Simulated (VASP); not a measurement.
# Rh (Pm-3m) in VASP: a series of runs

The runs below take Rh through single point, with r2SCAN.

Everything below comes from runs of VASP 6.6.1. Logs are shortened: lines on timing, memory, paths and dates and some standing lists are left out, and cuts for length are marked.

### 1 The cell of the first run

The structure is cubic, space group Pm-3m (No. 221). Conventional cell: a = 2.512 Å, b = 2.512 Å, c = 2.512 Å, α = 90.00°, β = 90.00°, γ = 90.00°. Rh (site symmetry m-3m) has 6 Rh at 2.51 Å within 3.3 Å.

This isn't the form of Rh at room conditions, which is fcc.

### 2 Single point, r2SCAN, collinear spin, ferromagnetic start

Contents of POSCAR:

```
Rh
1.0
    2.5124836359      0.0000000000      0.0000000000
    0.0000000000      2.5124836359      0.0000000000
    0.0000000000      0.0000000000      2.5124836359
Rh
1
Direct
    0.0000000000      0.0000000000      0.0000000000
```

Contents of INCAR.step1:

```
SYSTEM = Rh
PREC = Accurate
ENCUT = 520
ISMEAR = -1
SIGMA = 0.05
LREAL = .FALSE.
LASPH = .TRUE.
NELM = 150
ISPIN = 2
MAGMOM = 1
LMAXMIX = 4
NBANDS = 18
GGA = PE
ALGO = Normal
EDIFF = 1E-4
LWAVE = .TRUE.
LCHARG = .FALSE.
```

Contents of INCAR.step2:

```
SYSTEM = Rh
PREC = Accurate
ENCUT = 520
EDIFF = 1E-6
ISMEAR = -1
SIGMA = 0.05
LREAL = .FALSE.
LASPH = .TRUE.
NELM = 150
ALGO = Normal
ISIF = 2
LWAVE = .FALSE.
LCHARG = .FALSE.
ISPIN = 2
MAGMOM = 1
LORBIT = 11
LMAXMIX = 4
METAGGA = R2SCAN
LMIXTAU = .TRUE.
NBANDS = 18
ISTART = 1
```

Contents of KPOINTS:

```
regular mesh
0
G
  13 13 13
  0 0 0
```

Potentials or basis: VASP PAW PBE potentials, release 64 (Rh_pv).

On the command line:

```sh
$ cat potpaw_PBE.64/Rh_pv/POTCAR > POTCAR
$ cp INCAR.step1 INCAR
$ mpirun -np 1 vasp_std > vasp.out
$ cp INCAR.step2 INCAR
$ mpirun -np 1 vasp_std > vasp.out
```

OUTCAR:

```text
SYSTEM = Rh
   PREC = Accurate
   ENCUT = 520
   EDIFF = 1E-6
   ISMEAR = -1
   LREAL = .FALSE.
   LASPH = .TRUE.
   NELM = 150
   ISIF = 2
   ISPIN = 2
   LORBIT = 11
   METAGGA = R2SCAN
   ISTART = 1

 ion  position               nearest neighbor table
   1  0.000  0.000  0.000-

  LATTYP: Found a simple cubic cell.
 ALAT       =     2.5124836359

  Lattice vectors:

 A1 = (   2.5124836359,   0.0000000000,   0.0000000000)
 A2 = (   0.0000000000,   2.5124836359,   0.0000000000)
 A3 = (   0.0000000000,   0.0000000000,   2.5124836359)

Analysis of symmetry for initial positions (statically):
=====================================================================
 Subroutine PRICEL returns:
 Original cell was already a primitive cell.

 Routine SETGRP: Setting up the symmetry group for a
 simple cubic supercell.

 Subroutine GETGRP returns: Found 48 space group operations
 (whereof 48 operations were pure point group operations)
 out of a pool of 48 trial point group operations.

The static configuration has the point symmetry O_h .

Analysis of symmetry for dynamics (positions and initial velocities):
=====================================================================
 Subroutine PRICEL returns:
 Original cell was already a primitive cell.

 Routine SETGRP: Setting up the symmetry group for a
 simple cubic supercell.

 Subroutine GETGRP returns: Found 48 space group operations
 (whereof 48 operations were pure point group operations)
 out of a pool of 48 trial point group operations.

The dynamic configuration has the point symmetry O_h .

Analysis of structural, dynamic, and magnetic symmetry:
=====================================================================
 Subroutine PRICEL returns:
 Original cell was already a primitive cell.

 Routine SETGRP: Setting up the symmetry group for a
 simple cubic supercell.

 Subroutine GETGRP returns: Found 48 space group operations
 (whereof 48 operations were pure point group operations)
 out of a pool of 48 trial point group operations.

The overall configuration has the point symmetry O_h .

 Subroutine INISYM returns: Found 48 space group operations
 (whereof 48 operations are pure point group operations),
 and found     1 'primitive' translations

----------------------------------------------------------------------------------------

                                     Primitive cell

  volume of cell :      15.8602

  direct lattice vectors                    reciprocal lattice vectors
     2.512483636  0.000000000  0.000000000     0.398012543  0.000000000  0.000000000
     0.000000000  2.512483636  0.000000000     0.000000000  0.398012543  0.000000000
     0.000000000  0.000000000  2.512483636     0.000000000  0.000000000  0.398012543

  length of vectors
     2.512483636  2.512483636  2.512483636     0.398012543  0.398012543  0.398012543

  position of ions in fractional coordinates (direct lattice)
     0.000000000  0.000000000  0.000000000

  ion indices of the primitive-cell ions
   primitive index   ion index
                 1           1

----------------------------------------------------------------------------------------

 KPOINTS: regular mesh

Automatic generation of k-mesh.
 Grid dimensions read from file:
 generate k-points for:   13   13   13

 Generating k-lattice:

  Cartesian coordinates                     Fractional coordinates (reciprocal lattice)
     0.030616349  0.000000000  0.000000000     0.076923077  0.000000000  0.000000000
     0.000000000  0.030616349  0.000000000     0.000000000  0.076923077  0.000000000
     0.000000000  0.000000000  0.030616349     0.000000000  0.000000000  0.076923077

  Length of vectors
     0.030616349  0.030616349  0.030616349

  Shift w.r.t. Gamma in fractional coordinates (k-lattice)
     0.000000000  0.000000000  0.000000000

 Subroutine IBZKPT returns following result:
 ===========================================

 Found     84 irreducible k-points:

 Following reciprocal coordinates:
            Coordinates               Weight
  0.000000  0.000000  0.000000      1.000000
  0.076923  0.000000  0.000000      6.000000
  0.153846  0.000000  0.000000      6.000000
  0.230769  0.000000  0.000000      6.000000
  0.307692  0.000000  0.000000      6.000000
  0.384615  0.000000  0.000000      6.000000
[... 16 lines left out ...]
  0.307692  0.307692  0.000000     12.000000
  0.384615  0.307692  0.000000     24.000000
 [... further k-points ...]
   k-points           NKPTS =     84   k-points in BZ     NKDIM =     84   number of bands    NBANDS=     18
   number of dos      NEDOS =    301   number of ions     NIONS =      1
   total plane-waves  NPLWV =   8000
   dimension x,y,z NGX =    20 NGY =   20 NGZ =   20
   dimension x,y,z NGXF=    40 NGYF=   40 NGZF=   40
   ions per type =               1
   NGX,Y,Z   is equivalent  to a cutoff of  13.23, 13.23, 13.23 a.u.
   NGXF,Y,Z  is equivalent  to a cutoff of  26.47, 26.47, 26.47 a.u.
 SYSTEM =  Rh
   PREC   = accura    normal or accurate (medium, high low for compatibility)
   ISTART =      1    job   : 0-new  1-cont  2-samecut
   ICHARG =      0    charge: 1-file 2-atom 10-const
   ISPIN  =      2    spin polarized calculation?
   LNONCOLLINEAR =      F non collinear calculations
   LSORBIT =      F    spin-orbit coupling
   LASPH  =      T    aspherical Exc in radial PAW
   ENCUT  =  520.0 eV  38.22 Ry    6.18 a.u.   4.67  4.67  4.67*2*pi/ulx,y,z
   NELM   =    150;   NELMIN=  2; NELMDL=  0     # of ELM steps
   EDIFF  = 0.1E-05   stopping-criterion for ELM
   LREAL  =      F    real-space projection
   EDIFFG = 0.1E-04   stopping-criterion for IOM
   NSW    =      0    number of steps for IOM
   IBRION =     -1    ionic relax: 0-MD 1-quasi-New 2-CG
   NFREE  =      0    steps in history (QN), initial steepest desc. (CG)
   ISIF   =      2    stress and relaxation
   ISYM   =      2    0-nonsym 1-usesym 2-fastsym
   POTIM  = 0.5000    time-step for ionic-motion
   TEBEG  =    0.0;   TEEND  =   0.0 temperature during run
   PSTRESS=    0.0 pullay stress
   NELECT =      15.0000    total number of electrons
   NUPDOWN=      -1.0000    fix difference up-down
   EMIN   =  10.00;   EMAX   =-10.00  energy-range for DOS
   EFERMI =   0.00;   METHOD = LEGACY
   ISMEAR =    -1;   SIGMA  =   0.05  broadening in eV -4-tet -1-fermi 0-gaus
   EFERMI_NEDOS =   21; number of points for ismear=-14 and -15
   IALGO  =     38    algorithm
   IMIX   =      4    mixing-type and parameters
     AMIX     =   0.40;   BMIX     =  1.00
     AMIX_MAG =   1.60;   BMIX_MAG =  1.00
  volume/ion in A,a.u.               =      15.86       107.03
  Fermi-wavevector in a.u.,A,eV,Ry     =   1.606949  3.036693 35.134108  2.582284
  Thomas-Fermi vector in A             =   2.703055
   LORBIT       =     11    0 simple, 1 ext, 2 COOP (PROOUT), +10 PAW based schemes
   METAGGA = R2SCAN    functional components
   LHFCALC =     F    Hartree Fock is set to
   AEXX    =    0.0000 exact exchange contribution
   IVDW    =     0    specifies the selected vdW correction
   LEPSILON=     F    determine dielectric tensor
   LRPA    =     F    only Hartree local field effects (RPA)
 spin polarized calculation
  energy-cutoff  :      520.00
  volume of cell :       15.86
 maximum number of plane-waves:       449
 NGX is ok and might be reduce to    20
   NGX =  9   NGY =  9   NGZ =  9

 number of electron      14.9999993 magnetization      -0.0005509

 Free energy of the ion-electron system (eV)
  ---------------------------------------------------
  ext. energy  EPLUGINS =         0.00000000
  ---------------------------------------------------
  free energy    TOTEN  =       -23.34616338 eV

  energy without entropy =      -23.33317854  energy(sigma->0) =      -23.33967096

 E-fermi :   9.4529     XC(G=0): -13.8569

 val. band max:        9.4503924638   @ k =   0.4615   0.1538   0.1538
 cond. band min:       9.4894212540   @ k =   0.3846   0.2308   0.0000
 fundamental gap:      0.0390287903
 Fermi energy:         9.4528809179

 spin component 1

 k-point     1 :       0.0000    0.0000    0.0000
  band No.  band energies     occupation
      1     -37.9305      1.00000
      2     -37.9305      1.00000
      3     -37.9305      1.00000
      4       2.5238      1.00000
      5       4.0119      1.00000
      6       4.0119      1.00000
[... 10 lines left out ...]
     17      40.5231      0.00000
     18      40.5231      0.00000

 k-point     2 :       0.0769    0.0000    0.0000
  band No.  band energies     occupation
      1     -37.9791      1.00000
      2     -37.9265      1.00000
      3     -37.9265      1.00000
      4       2.7020      1.00000
      5       4.0476      1.00000
      6       4.1840      1.00000
[... 10 lines left out ...]
     17      40.6728      0.00000
     18      40.6728      0.00000
[... 442 lines left out ...]
 k-point    24 :       0.3846    0.3077    0.0000
  band No.  band energies     occupation
      1     -38.5825      1.00000
      2     -38.4103      1.00000
      3     -37.8221      1.00000
      4       4.6877      1.00000
      5       5.2166      1.00000
      6       8.5428      1.00000
[... 10 lines left out ...]
     17      40.6490      0.00000
     18      43.0000      0.00000

 [... further k-points ...]

 spin component 2

 k-point     1 :       0.0000    0.0000    0.0000
  band No.  band energies     occupation
      1     -37.9311      1.00000
      2     -37.9311      1.00000
      3     -37.9311      1.00000
      4       2.5238      1.00000
      5       4.0117      1.00000
      6       4.0117      1.00000
[... 10 lines left out ...]
     17      40.5228      0.00000
     18      40.5228      0.00000

 k-point     2 :       0.0769    0.0000    0.0000
  band No.  band energies     occupation
      1     -37.9797      1.00000
      2     -37.9271      1.00000
      3     -37.9271      1.00000
      4       2.7020      1.00000
      5       4.0473      1.00000
      6       4.1837      1.00000
[... 10 lines left out ...]
     17      40.6725      0.00000
     18      40.6725      0.00000
[... 442 lines left out ...]
 k-point    24 :       0.3846    0.3077    0.0000
  band No.  band energies     occupation
      1     -38.5831      1.00000
      2     -38.4109      1.00000
      3     -37.8227      1.00000
      4       4.6873      1.00000
      5       5.2163      1.00000
      6       8.5421      1.00000
[... 10 lines left out ...]
     17      40.6487      0.00000
     18      42.9999      0.00000

 [... further k-points ...]

------------------------ aborting loop because EDIFF is reached ----------------------------------------

  FORCE on cell =-STRESS in cart. coord.  units (eV):
  Direction    XX          YY          ZZ          XY          YZ          ZX
  --------------------------------------------------------------------------------------
  -------------------------------------------------------------------------------------
  Total        0.0989335      0.0989335      0.0989335     -0.0000000     -0.0000000      0.0000000
  in kB        9.9941108      9.9941108      9.9941108     -0.0000000     -0.0000000      0.0000000
  external PRESSURE =       9.9941108 kB  Pullay stress =       0.0000000 kB

 VOLUME and BASIS-vectors are now :
 -----------------------------------------------------------------------------
  energy-cutoff  :      520.00
  volume of cell :       15.86
      direct lattice vectors                 reciprocal lattice vectors
     2.512483636  0.000000000  0.000000000     0.398012543  0.000000000  0.000000000
     0.000000000  2.512483636  0.000000000     0.000000000  0.398012543  0.000000000
     0.000000000  0.000000000  2.512483636     0.000000000  0.000000000  0.398012543

 POSITION                                       TOTAL-FORCE (eV/Angst)
 -----------------------------------------------------------------------------------
      0.00000      0.00000      0.00000         0.000000      0.000000      0.000000
 -----------------------------------------------------------------------------------
    total drift:                               -0.000000     -0.000000     -0.000000

  FREE ENERGIE OF THE ION-ELECTRON SYSTEM (eV)
  ---------------------------------------------------
  free  energy   TOTEN  =       -23.3461633784 eV

  energy  without entropy=      -23.3331785366  energy(sigma->0) =      -23.33967096

 total charge

# of ion       s       p       d       tot
------------------------------------------
    1        0.426   6.209   7.227  13.861

 magnetization (x)

# of ion       s       p       d       tot
------------------------------------------
    1        0.000   0.000  -0.000  -0.000
```

It took 76 s on 1 thread of AMD EPYC 9R45 (Zen 5), shared host; peak memory 0.13 GiB.

What came out:

```
Free energy                                           : -23.3462 eV
Pressure                                              : 1.0 GPa
Net moment                                            : 0.00 μB per cell
Valence electrons inside the program's atomic spheres : Rh 13.86
```

Levels at points of the mesh, in eV from the Fermi level:
Spin up:
```csv
k point,band 4,band 5,band 6,band 7,band 8,band 9,band 10,band 11,band 12,band 13
"(0.00, 0.00, 0.00)",-6.93,-5.44,-5.44,0.84,0.84,0.84,17.84,17.84,17.84,18.20
```
Spin down:
```tsv
k point	band 6	band 7	band 8	band 9	band 10	band 11
(0.00, 0.00, 0.00)	-5.44	0.84	0.84	0.84	17.84	17.84
```

Caveat: an empty level that is flat over the whole mesh can mark a ghost state of the potentials, or a narrow d or f band; the PAW data sets were made with another functional, which shifts forces and pressure a little.

(Part 1 of 2 ends here.)
